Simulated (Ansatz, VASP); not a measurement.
## CdS in VASP and in Ansatz

```
Cd S
1.0
     0.00000    2.96707    2.96707
     2.96707    0.00000    2.96707
     2.96707    2.96707    0.00000
Cd S
1 1
Direct
  0.00000 0.00000 0.00000
  0.25000 0.25000 0.25000
```

Alike in both runs: task single point; functional PBE; k mesh 4 × 4 × 4; no spin polarisation.

|  | VASP | Ansatz |
| --- | --- | --- |
| version | VASP 6.6.1 | Ansatz 0.2.0-dev |
| potentials or method | VASP PAW PBE potentials, release 64 (Cd, S), cutoff 500 eV | hard PAW set made for 700 eV |
| occupations | gaussian, width 0.01 eV | fixed |

|  | VASP | Ansatz | Ansatz less VASP |
| --- | --- | --- | --- |
| gap on the k mesh at the Fermi level (eV) | 1.02 | 1.02 | -0.002 |

The k mesh is coarse, so the values compare programs but aren't converged.
